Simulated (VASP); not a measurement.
# Y (P6_3/mmc) in VASP: further runs, part 2 of 2

VASP 6.6.1.

## 4. Single point, PBE

This run uses another cell than the first one, of 32.35 Å³/atom, 1.043 times its volume.

Input file INCAR:

```
ALGO = Fast ; EDIFF = 1E-6
ENCUT = 520 ; GGA = PE
ISIF = 2 ; ISMEAR = -1
LASPH = T ; LCHARG = T
LELF = T ; LREAL = F
LVHAR = T ; LWAVE = F
NBANDS = 18 ; NELM = 60
PREC = Accurate ; SIGMA = 0.05
```

Input file KPOINTS:

```
k-points
0
Gamma
  8 8 5
```

Input file POSCAR:

```
Y
1.0
    3.6229200678      0.0000000000      0.0000000000
   -1.8114600339      3.1375408146      0.0000000000
    0.0000000000      0.0000000000      5.6921384384
Y
2
Direct
    0.6666666667      0.3333333333      0.7500000000
    0.3333333333      0.6666666667      0.2500000000
```

Potentials or basis: VASP PAW PBE potentials, release 64 (Y_sv).

The run is started by

```console
> cat potpaw_PBE.64/Y_sv/POTCAR > POTCAR
> mpirun -np 1 vasp_std > vasp.out
```

OUTCAR:

```text
EDIFF = 1E-6
   ENCUT = 520
   GGA = PE
   ISIF = 2
   ISMEAR = -1
   LASPH = T
   LREAL = F
   NELM = 60
   PREC = Accurate

 ion  position               nearest neighbor table
   1  0.667  0.333  0.750-   2 3.53   2 3.53   2 3.53   2 3.53   2 3.53   2 3.53
   2  0.333  0.667  0.250-   1 3.53   1 3.53   1 3.53   1 3.53   1 3.53   1 3.53

  LATTYP: Found a hexagonal cell.
 ALAT       =     3.6229200678
 C/A-ratio  =     1.5711465701

  Lattice vectors:

 A1 = (   3.6229200678,   0.0000000000,   0.0000000000)
 A2 = (  -1.8114600339,   3.1375408146,   0.0000000000)
 A3 = (   0.0000000000,   0.0000000000,   5.6921384384)

Analysis of symmetry for initial positions (statically):
=====================================================================
 Subroutine PRICEL returns:
 Original cell was already a primitive cell.

 Routine SETGRP: Setting up the symmetry group for a
 hexagonal supercell.

 Subroutine GETGRP returns: Found 24 space group operations
 (whereof 12 operations were pure point group operations)
 out of a pool of 24 trial point group operations.

The static configuration has the point symmetry D_3d.
 The point group associated with its full space group is D_6h.

Analysis of symmetry for dynamics (positions and initial velocities):
=====================================================================
 Subroutine PRICEL returns:
 Original cell was already a primitive cell.

 Routine SETGRP: Setting up the symmetry group for a
 hexagonal supercell.

 Subroutine GETGRP returns: Found 24 space group operations
 (whereof 12 operations were pure point group operations)
 out of a pool of 24 trial point group operations.

The dynamic configuration has the point symmetry D_3d.
 The point group associated with its full space group is D_6h.

 Subroutine INISYM returns: Found 24 space group operations
 (whereof 12 operations are pure point group operations),
 and found     1 'primitive' translations

----------------------------------------------------------------------------------------

                                     Primitive cell

  volume of cell :      64.7029

  direct lattice vectors                    reciprocal lattice vectors
     3.622920068  0.000000000  0.000000000     0.276020442  0.159360477  0.000000000
    -1.811460034  3.137540815  0.000000000     0.000000000  0.318720953  0.000000000
     0.000000000  0.000000000  5.692138438     0.000000000  0.000000000  0.175680899

  length of vectors
     3.622920068  3.622920068  5.692138438     0.318720953  0.318720953  0.175680899

  position of ions in fractional coordinates (direct lattice)
     0.666666667  0.333333333  0.750000000
     0.333333333  0.666666667  0.250000000

  ion indices of the primitive-cell ions
   primitive index   ion index
                 1           1
                 2           2

----------------------------------------------------------------------------------------

 KPOINTS: k-points

Automatic generation of k-mesh.
 Grid dimensions read from file:
 generate k-points for:    8    8    5

 Generating k-lattice:

  Cartesian coordinates                     Fractional coordinates (reciprocal lattice)
     0.034502555  0.019920060  0.000000000     0.125000000 -0.000000000  0.000000000
     0.000000000  0.039840119  0.000000000     0.000000000  0.125000000  0.000000000
     0.000000000  0.000000000  0.035136180     0.000000000  0.000000000  0.200000000

  Length of vectors
     0.039840119  0.039840119  0.035136180

  Shift w.r.t. Gamma in fractional coordinates (k-lattice)
     0.000000000  0.000000000  0.000000000

 Subroutine IBZKPT returns following result:
 ===========================================

 Found     30 irreducible k-points:

 Following reciprocal coordinates:
            Coordinates               Weight
  0.000000  0.000000  0.000000      1.000000
  0.125000 -0.000000  0.000000      6.000000
  0.250000 -0.000000  0.000000      6.000000
  0.375000 -0.000000  0.000000      6.000000
  0.500000 -0.000000  0.000000      3.000000
  0.125000  0.125000  0.000000      6.000000
[... 16 lines left out ...]
  0.250000 -0.000000  0.400000     12.000000
  0.375000 -0.000000  0.400000     12.000000
 [... further k-points ...]
   k-points           NKPTS =     30   k-points in BZ     NKDIM =     30   number of bands    NBANDS=     18
   number of dos      NEDOS =    301   number of ions     NIONS =      2
   total plane-waves  NPLWV =  32928
   dimension x,y,z NGX =    28 NGY =   28 NGZ =   42
   dimension x,y,z NGXF=    56 NGYF=   56 NGZF=   84
   ions per type =               2
   NGX,Y,Z   is equivalent  to a cutoff of  12.85, 12.85, 12.27 a.u.
   NGXF,Y,Z  is equivalent  to a cutoff of  25.70, 25.70, 24.53 a.u.
 SYSTEM =  unknown system
   PREC   = accura    normal or accurate (medium, high low for compatibility)
   ISTART =      0    job   : 0-new  1-cont  2-samecut
   ICHARG =      2    charge: 1-file 2-atom 10-const
   ISPIN  =      1    spin polarized calculation?
   LNONCOLLINEAR =      F non collinear calculations
   LSORBIT =      F    spin-orbit coupling
   LASPH  =      T    aspherical Exc in radial PAW
   ENCUT  =  520.0 eV  38.22 Ry    6.18 a.u.   6.74  6.74 10.58*2*pi/ulx,y,z
   NELM   =     60;   NELMIN=  2; NELMDL= -5     # of ELM steps
   EDIFF  = 0.1E-05   stopping-criterion for ELM
   LREAL  =      F    real-space projection
   EDIFFG = 0.1E-04   stopping-criterion for IOM
   NSW    =      0    number of steps for IOM
   IBRION =     -1    ionic relax: 0-MD 1-quasi-New 2-CG
   NFREE  =      0    steps in history (QN), initial steepest desc. (CG)
   ISIF   =      2    stress and relaxation
   ISYM   =      2    0-nonsym 1-usesym 2-fastsym
   POTIM  = 0.5000    time-step for ionic-motion
   TEBEG  =    0.0;   TEEND  =   0.0 temperature during run
   PSTRESS=    0.0 pullay stress
   NELECT =      22.0000    total number of electrons
   NUPDOWN=      -1.0000    fix difference up-down
   EMIN   =  10.00;   EMAX   =-10.00  energy-range for DOS
   EFERMI =   0.00;   METHOD = LEGACY
   ISMEAR =    -1;   SIGMA  =   0.05  broadening in eV -4-tet -1-fermi 0-gaus
   EFERMI_NEDOS =   21; number of points for ismear=-14 and -15
   IALGO  =     68    algorithm
   IMIX   =      4    mixing-type and parameters
     AMIX     =   0.40;   BMIX     =  1.00
     AMIX_MAG =   1.60;   BMIX_MAG =  1.00
  volume/ion in A,a.u.               =      32.35       218.32
  Fermi-wavevector in a.u.,A,eV,Ry     =   1.142636  2.159269 17.763995  1.305617
  Thomas-Fermi vector in A             =   2.279333
   LORBIT       =      0    0 simple, 1 ext, 2 COOP (PROOUT), +10 PAW based schemes
   GGA     = PE    functional components
   LHFCALC =     F    Hartree Fock is set to
   AEXX    =    0.0000 exact exchange contribution
   IVDW    =     0    specifies the selected vdW correction
   LEPSILON=     F    determine dielectric tensor
   LRPA    =     F    only Hartree local field effects (RPA)
 non-spin polarized calculation
 RMM-DIIS sequential band-by-band and
  energy-cutoff  :      520.00
  volume of cell :       64.70
 maximum number of plane-waves:      1773
 NGX is ok and might be reduce to    28
   NGX = 13   NGY = 13   NGZ = 21

 number of electron      22.0000000 magnetization

 Free energy of the ion-electron system (eV)
  ---------------------------------------------------
  ext. energy  EPLUGINS =         0.00000000
  ---------------------------------------------------
  free energy    TOTEN  =       -12.87136048 eV

  energy without entropy =      -12.83126759  energy(sigma->0) =      -12.85131403

 E-fermi :   3.0629     XC(G=0):  -9.4851

 val. band max:        3.0602334029   @ k =   0.2500   0.1250   0.0000
 cond. band min:       3.1214233791   @ k =   0.3750  -0.0000   0.0000
 fundamental gap:      0.0611899762
 Fermi energy:         3.0628577885

 k-point     1 :       0.0000    0.0000    0.0000
  band No.  band energies     occupation
      1     -39.5746      2.00000
      2     -39.4969      2.00000
      3     -19.8665      2.00000
      4     -19.3681      2.00000
      5     -19.3681      2.00000
      6     -19.2754      2.00000
[... 10 lines left out ...]
     17       5.9047      0.00000
     18       5.9047      0.00000

 k-point     2 :       0.1250   -0.0000    0.0000
  band No.  band energies     occupation
      1     -39.5665      2.00000
      2     -39.4940      2.00000
      3     -19.8378      2.00000
      4     -19.4259      2.00000
      5     -19.3875      2.00000
      6     -19.3357      2.00000
[... 10 lines left out ...]
     17       5.6127      0.00000
     18       5.7488      0.00000
[... 442 lines left out ...]
 k-point    24 :       0.3750   -0.0000    0.4000
  band No.  band energies     occupation
      1     -39.5096      2.00000
      2     -39.4979      2.00000
      3     -19.7794      2.00000
      4     -19.7340      2.00000
      5     -19.4446      2.00000
      6     -19.4233      2.00000
[... 10 lines left out ...]
     17       7.6211      0.00000
     18       7.7595      0.00000

 [... further k-points ...]
[... 5 lines left out ...]
  --------------------------------------------------------------------------------------
  -------------------------------------------------------------------------------------
  Total        0.2926458      0.2926458      0.1330014      0.0000000     -0.0000000      0.0000000
  in kB        7.2465163      7.2465163      3.2933893      0.0000000     -0.0000000      0.0000000
  external PRESSURE =       5.9288073 kB  Pullay stress =       0.0000000 kB

 VOLUME and BASIS-vectors are now :
 -----------------------------------------------------------------------------
  energy-cutoff  :      520.00
  volume of cell :       64.70
      direct lattice vectors                 reciprocal lattice vectors
     3.622920068  0.000000000  0.000000000     0.276020442  0.159360477  0.000000000
    -1.811460034  3.137540815  0.000000000     0.000000000  0.318720953  0.000000000
     0.000000000  0.000000000  5.692138438     0.000000000  0.000000000  0.175680899

 POSITION                                       TOTAL-FORCE (eV/Angst)
 -----------------------------------------------------------------------------------
      1.81146      1.04585      4.26910         0.000000     -0.000000      0.000000
     -0.00000      2.09169      1.42303        -0.000000      0.000000      0.000000
 -----------------------------------------------------------------------------------
    total drift:                               -0.000000      0.000000     -0.000000

  FREE ENERGIE OF THE ION-ELECTRON SYSTEM (eV)
  ---------------------------------------------------
  free  energy   TOTEN  =       -12.8713604789 eV

  energy  without entropy=      -12.8312675864  energy(sigma->0) =      -12.85131403
```

OSZICAR:

```text
N       E                     dE             d eps       ncg     rms          rms(c)
DAV:   1     0.861620784205E+02    0.86162E+02   -0.11326E+04  1080   0.116E+03
DAV:   2    -0.577669847897E+01   -0.91939E+02   -0.90455E+02  1332   0.257E+02
DAV:   3    -0.130583000123E+02   -0.72816E+01   -0.71727E+01  1862   0.424E+01
DAV:   4    -0.132493428628E+02   -0.19104E+00   -0.19093E+00  1358   0.704E+00
DAV:   5    -0.132540132491E+02   -0.46704E-02   -0.46695E-02  1512   0.854E-01    0.333E+01
RMM:   6    -0.129308360524E+02    0.32318E+00   -0.38630E-01  1166   0.352E+00    0.208E+01
RMM:   7    -0.128857794900E+02    0.45057E-01   -0.98850E-01  1414   0.553E+00    0.176E+00
RMM:   8    -0.128690798369E+02    0.16700E-01   -0.12979E-01  1259   0.218E+00    0.736E-01
RMM:   9    -0.128711013581E+02   -0.20215E-02   -0.24929E-02  1674   0.708E-01    0.517E-01
RMM:  10    -0.128740579035E+02   -0.29565E-02   -0.11643E-02  1879   0.395E-01    0.200E+00
RMM:  11    -0.128712006308E+02    0.28573E-02   -0.50346E-03  1480   0.608E-01    0.196E-01
RMM:  12    -0.128713538234E+02   -0.15319E-03   -0.65374E-04  1784   0.157E-01    0.283E-01
RMM:  13    -0.128713449444E+02    0.88790E-05   -0.31062E-04  1885   0.825E-02    0.124E-01
RMM:  14    -0.128713488768E+02   -0.39324E-05   -0.13463E-04  1820   0.651E-02    0.325E-02
RMM:  15    -0.128713558598E+02   -0.69830E-05   -0.60668E-05  1774   0.260E-02    0.182E-02
RMM:  16    -0.128713584759E+02   -0.26161E-05   -0.26537E-05  1437   0.149E-02    0.859E-03
RMM:  17    -0.128713597447E+02   -0.12689E-05   -0.12675E-05  1284   0.107E-02    0.615E-03
RMM:  18    -0.128713604789E+02   -0.73424E-06   -0.71311E-06  1052   0.715E-03
   1 F= -.12871360E+02 E0= -.12851314E+02  d E =-.400929E-01
```

stdout:

```text
POSCAR found type information on POSCAR Y
 POSCAR found :  1 types and       2 ions
 scaLAPACK will be used
 LDA part: xc-table for (Slater+PW92), standard interpolation
 POSCAR, INCAR and KPOINTS ok, starting setup
 FFT: planning ... GRIDC
 FFT: planning ... GRID_SOFT
 FFT: planning ... GRID
 WAVECAR not read
 entering main loop
```

Wall time 47 s (1 thread of Intel Xeon Platinum 8559C (Emerald Rapids), shared host); peak memory 0.2 GiB.

What came out:

```
Free energy            : -12.8714 eV
Pressure               : 0.6 GPa
Band gap on the k mesh : zero (band 11 reaches 4.00 eV, above the bottom of band 12 at 2.64 eV)
```

Levels at points of the mesh, in eV from the Fermi level:
| k point | band 7 | band 8 | band 9 | band 10 | band 11 | band 12 | band 13 | band 14 | band 15 | band 16 |
| --- | --- | --- | --- | --- | --- | --- | --- | --- | --- | --- |
| (0.00, 0.00, 0.00) | -22.34 | -22.30 | -4.70 | -1.87 | 0.93 | 1.78 | 1.78 | 2.07 | 2.39 | 2.39 |
| (0.50, 0.00, 0.00) | -22.46 | -22.40 | -1.66 | -1.20 | -0.83 | -0.07 | 1.43 | 1.50 | 2.10 | 5.11 |

## 5. The runs side by side

```tsv
cell	gap on the mesh (eV)	pressure (GPa)
a = 3.573, b = 3.573, c = 5.614 Å, angles 90.0, 90.0, 120.0°, 2 atoms	none	2.4
a = 3.598, b = 3.598, c = 5.653 Å, angles 90.0, 90.0, 120.0°, 2 atoms	none	1.5
a = 3.623, b = 3.623, c = 5.692 Å, angles 90.0, 90.0, 120.0°, 2 atoms	none	0.6
```

Alike in all rows: task single point; level PBE; potentials or basis VASP PAW PBE potentials, release 64 (Y_sv); no spin polarisation; k mesh 8 × 8 × 5; cutoff (eV) 520; smearing fermi-dirac 0.05 eV.

Total energies depend on the potentials used, so only differences within one code and one set of settings carry meaning.
